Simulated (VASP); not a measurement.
Here is a VASP 6.6.1 calculation.

File INCAR:

```
SYSTEM = BiN
PREC = Accurate
ENCUT = 520
EDIFF = 1E-6
ISMEAR = 0
SIGMA = 0.05
LREAL = .FALSE.
LASPH = .TRUE.
NELM = 60
ALGO = Normal
ISIF = 2
LWAVE = .FALSE.
LCHARG = .TRUE.
GGA = PE
LELF = .TRUE.
LVHAR = .TRUE.
NBANDS = 17
```

Contents of KPOINTS:

```
Automatic mesh
0
G
  10 10 10
  0 0 0
```

File POSCAR:

```
BiN
1.0
    0.0000000000      2.7928055308      2.7928055308
    2.7928055308      0.0000000000      2.7928055308
    2.7928055308      2.7928055308      0.0000000000
Bi N
1 1
Direct
    0.0000000000      0.0000000000      0.0000000000
    0.2500000000      0.2500000000      0.2500000000
```

Potentials or basis: VASP PAW PBE potentials, release 64 (Bi_d, N).

Run with:

```bash
$ cat potpaw_PBE.64/Bi_d/POTCAR potpaw_PBE.64/N/POTCAR > POTCAR
$ mpirun -np 1 vasp_std > vasp.out
```

(1) Predict the band gap on the k mesh.

(2) Predict the pressure.

Results:

(1) zero (band 10 reaches 6.28 eV, above the bottom of band 11 at 5.70 eV).

(2) -1.5 GPa.

Caveat: spin-orbit coupling is left out, which moves the levels of the heavy elements.
